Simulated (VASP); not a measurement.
# CO2 (k07) (Pa-3) in VASP: a series of runs, part 2 of 2

VASP 6.6.1.

## (3) Single point, PBE+D3(BJ)

This run uses another cell than the first one, of 12.30 Å³/atom, 0.996 times its volume.

Input file INCAR:

```
PREC = Accurate
ENCUT = 520
EDIFF = 1E-7
ISMEAR = 0
SIGMA = 0.02
LREAL = F
LASPH = T
NELM = 100
ALGO = Normal
ISIF = 2
LWAVE = F
LCHARG = F
GGA = PE
IVDW = 12
NBANDS = 44
```

Input file KPOINTS:

```
regular mesh
0
Gamma
  6 6 6
```

Input file POSCAR:

```
CO2
1.0
    5.2842646486      0.0000000000      0.0000000000
    0.0000000000      5.2842646486      0.0000000000
    0.0000000000      0.0000000000      5.2842646486
C O
4 8
Direct
    0.0000000000      0.0000000000      0.0000000000
    0.5000000000      0.0000000000      0.5000000000
    0.5000000000      0.5000000000      0.0000000000
    0.0000000000      0.5000000000      0.5000000000
    0.1274132568      0.1274132568      0.1274132568
    0.3725867432      0.8725867432      0.6274132568
    0.6274132568      0.3725867432      0.8725867432
    0.8725867432      0.6274132568      0.3725867432
    0.8725867432      0.8725867432      0.8725867432
    0.6274132568      0.1274132568      0.3725867432
    0.3725867432      0.6274132568      0.1274132568
    0.1274132568      0.3725867432      0.6274132568
```

Potentials or basis: VASP PAW PBE potentials, release 64 (C, O).

Command:

```
> cat potpaw_PBE.64/C/POTCAR potpaw_PBE.64/O/POTCAR > POTCAR
> mpirun -np 1 vasp_std > vasp.out
```

OUTCAR:

```text
PREC = Accurate
   ENCUT = 520
   EDIFF = 1E-7
   ISMEAR = 0
   LREAL = F
   LASPH = T
   NELM = 100
   ISIF = 2
   GGA = PE
   IVDW = 12
 IVDW          = 12

 ion  position               nearest neighbor table
   1  0.000  0.000  0.000-   5 1.17   9 1.17
   2  0.500  0.000  0.500-   6 1.17  10 1.17
   3  0.500  0.500  0.000-   7 1.17  11 1.17
   4  0.000  0.500  0.500-   8 1.17  12 1.17
   5  0.127  0.127  0.127-   1 1.17
   6  0.373  0.873  0.627-   2 1.17
   7  0.627  0.373  0.873-   3 1.17
   8  0.873  0.627  0.373-   4 1.17
   9  0.873  0.873  0.873-   1 1.17
  10  0.627  0.127  0.373-   2 1.17
  11  0.373  0.627  0.127-   3 1.17
  12  0.127  0.373  0.627-   4 1.17

  LATTYP: Found a simple cubic cell.
 ALAT       =     5.2842646486

  Lattice vectors:

 A1 = (   5.2842646486,   0.0000000000,   0.0000000000)
 A2 = (   0.0000000000,   5.2842646486,   0.0000000000)
 A3 = (   0.0000000000,   0.0000000000,   5.2842646486)

Analysis of symmetry for initial positions (statically):
=====================================================================
 Subroutine PRICEL returns:
 Original cell was already a primitive cell.

 Routine SETGRP: Setting up the symmetry group for a
 simple cubic supercell.

 Subroutine GETGRP returns: Found 24 space group operations
 (whereof  6 operations were pure point group operations)
 out of a pool of 48 trial point group operations.

The static configuration has the point symmetry S_6 .
 The point group associated with its full space group is T_h .

Analysis of symmetry for dynamics (positions and initial velocities):
[... 155 lines left out ...]
   LORBIT       =      0    0 simple, 1 ext, 2 COOP (PROOUT), +10 PAW based schemes
   GGA     = PE    functional components
   LHFCALC =     F    Hartree Fock is set to
   AEXX    =    0.0000 exact exchange contribution
   IVDW    =    12    specifies the selected vdW correction
   LEPSILON=     F    determine dielectric tensor
   LRPA    =     F    only Hartree local field effects (RPA)
 non-spin polarized calculation
 Gauss-broadening in eV      SIGMA  =   0.02
  energy-cutoff  :      520.00
  volume of cell :      147.55
 maximum number of plane-waves:      4012
   NGX = 19   NGY = 19   NGZ = 19

 number of electron      63.9999989 magnetization

 Free energy of the ion-electron system (eV)
  ---------------------------------------------------
  ext. energy  EPLUGINS =         0.00000000
  ---------------------------------------------------
  free energy    TOTEN  =       -91.61488096 eV

  energy without entropy =      -91.61488096  energy(sigma->0) =      -91.61488096

 E-fermi :  -2.3288     XC(G=0):  -8.7428

 val. band max:       -2.4552075690   @ k =   0.0000   0.0000   0.0000
 cond. band min:       4.5479934337   @ k =   0.0000   0.0000   0.0000
 fundamental gap:      7.0032010027
 Fermi energy:        -2.3287529495

 k-point     1 :       0.0000    0.0000    0.0000
  band No.  band energies     occupation
      1     -23.3738      2.00000
      2     -22.9775      2.00000
      3     -22.9775      2.00000
      4     -22.9775      2.00000
      5     -22.1081      2.00000
      6     -22.1081      2.00000
[... 1117 lines left out ...]
     43       7.6168      0.00000
     44       7.6168      0.00000

------------------------ aborting loop because EDIFF is reached ----------------------------------------

 Edisp (eV)   -1.03986

 E8    (eV) :    -0.2704

  FORCE on cell =-STRESS in cart. coord.  units (eV):
  Direction    XX          YY          ZZ          XY          YZ          ZX
  --------------------------------------------------------------------------------------
  -------------------------------------------------------------------------------------
  Total       4.84356     4.84356     4.84356    -0.00000    -0.00000     0.00000
  in kB      52.59226    52.59226    52.59226    -0.00000    -0.00000     0.00000
  external pressure =       52.59 kB  Pullay stress =        0.00 kB

 VOLUME and BASIS-vectors are now :
 -----------------------------------------------------------------------------
  energy-cutoff  :      520.00
  volume of cell :      147.55
      direct lattice vectors                 reciprocal lattice vectors
     5.284264649  0.000000000  0.000000000     0.189241090  0.000000000  0.000000000
     0.000000000  5.284264649  0.000000000     0.000000000  0.189241090  0.000000000
     0.000000000  0.000000000  5.284264649     0.000000000  0.000000000  0.189241090

 POSITION                                       TOTAL-FORCE (eV/Angst)
 -----------------------------------------------------------------------------------
      0.00000      0.00000      0.00000         0.000000     -0.000000      0.000000
      2.64213      0.00000      2.64213         0.000000     -0.000000      0.000000
      2.64213      2.64213      0.00000         0.000000     -0.000000      0.000000
      0.00000      2.64213      2.64213         0.000000     -0.000000      0.000000
      0.67329      0.67329      0.67329         0.370845      0.370845      0.370845
      1.96885      4.61098      3.31542        -0.370845     -0.370845      0.370845
      3.31542      1.96885      4.61098         0.370845     -0.370845     -0.370845
      4.61098      3.31542      1.96885        -0.370845      0.370845     -0.370845
      4.61098      4.61098      4.61098        -0.370845     -0.370845     -0.370845
      3.31542      0.67329      1.96885         0.370845      0.370845     -0.370845
      1.96885      3.31542      0.67329        -0.370845      0.370845      0.370845
      0.67329      1.96885      3.31542         0.370845     -0.370845      0.370845
 -----------------------------------------------------------------------------------
    total drift:                                0.000000     -0.000000     -0.000000

  FREE ENERGIE OF THE ION-ELECTRON SYSTEM (eV)
  ---------------------------------------------------
  free  energy   TOTEN  =       -92.6547377537 eV

  energy  without entropy=      -92.6547377537  energy(sigma->0) =      -92.65473775
```

stdout:

```text
POSCAR found type information on POSCAR C O
 POSCAR found :  2 types and      12 ions
 scaLAPACK will be used
 LDA part: xc-table for (Slater+PW92), standard interpolation
 POSCAR, INCAR and KPOINTS ok, starting setup
 FFT: planning ... GRIDC
 FFT: planning ... GRID_SOFT
 FFT: planning ... GRID
 WAVECAR not read
 entering main loop
```

It took 2.3 min on 1 thread of Intel Xeon 6975P-C, shared host; peak memory 0.3 GiB.

What came out:

- Free energy: -92.6547 eV
- Pressure: 5.3 GPa
- Largest force: 0.642 eV/Å
- Band gap on the k mesh: 7.00 eV, direct
- Dispersion energy per atom: -0.087 eV

Forces on the atoms (eV/Å):
```
C    0.000  0.000  0.000
C    0.000  0.000  0.000
C    0.000  0.000  0.000
C    0.000  0.000  0.000
O    0.371  0.371  0.371
O   -0.371 -0.371  0.371
O    0.371 -0.371 -0.371
O   -0.371  0.371 -0.371
O   -0.371 -0.371 -0.371
O    0.371  0.371 -0.371
O   -0.371  0.371  0.371
O    0.371 -0.371  0.371
```
